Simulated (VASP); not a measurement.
CaSe: single point with PBEsol

CaSe:

```
Ca Se
1.0
     0.00000    2.90918    2.90918
     2.90918    0.00000    2.90918
     2.90918    2.90918    0.00000
Ca Se
1 1
Direct
  0.00000 0.00000 0.00000
  0.50000 0.50000 0.50000
```

This cell differs from its parent crystal: strained.

```
Program                : VASP 6.6.1
Task                   : single point
Functional             : PBEsol
Potentials or basis    : VASP PAW PBE potentials, release 64 (Ca_sv, Se)
Cutoff                 : 520 eV
k mesh                 : 8 × 8 × 8
Occupations            : gaussian, width 0.02 eV
Spin                   : no spin polarisation
Dipole correction      : no
Further INCAR settings : ALGO = Normal; EDIFF = 1e-07; NBANDS = 15
```

* Pressure: 1.6 GPa
* Band gap on the k mesh: 1.80 eV (least direct gap 2.79 eV)

Levels at points of the mesh, in eV from the valence-band top:
```csv
k point,band 5,band 6,band 7,band 8,band 9,band 10,band 11,band 12
"(0.00, 0.00, 0.00)",-12.00,0.00,0.00,0.00,3.45,3.62,3.62,3.62
"(0.50, 0.00, 0.00)",-11.19,-3.53,-1.33,-1.33,4.46,5.58,5.60,5.60
"(0.50, 0.50, 0.00)",-11.36,-2.69,-0.99,-0.99,1.80,5.11,5.15,6.19
```

Run time: 16 s on 1 thread of AMD EPYC 7R13 Processor (Zen 3), with other jobs on the host, peak memory 0.15 GiB.

Caveat: the cell differs from its parent crystal (strained); the PAW data sets were made with another functional, which shifts forces and pressure a little. A k mesh can miss the band edges.
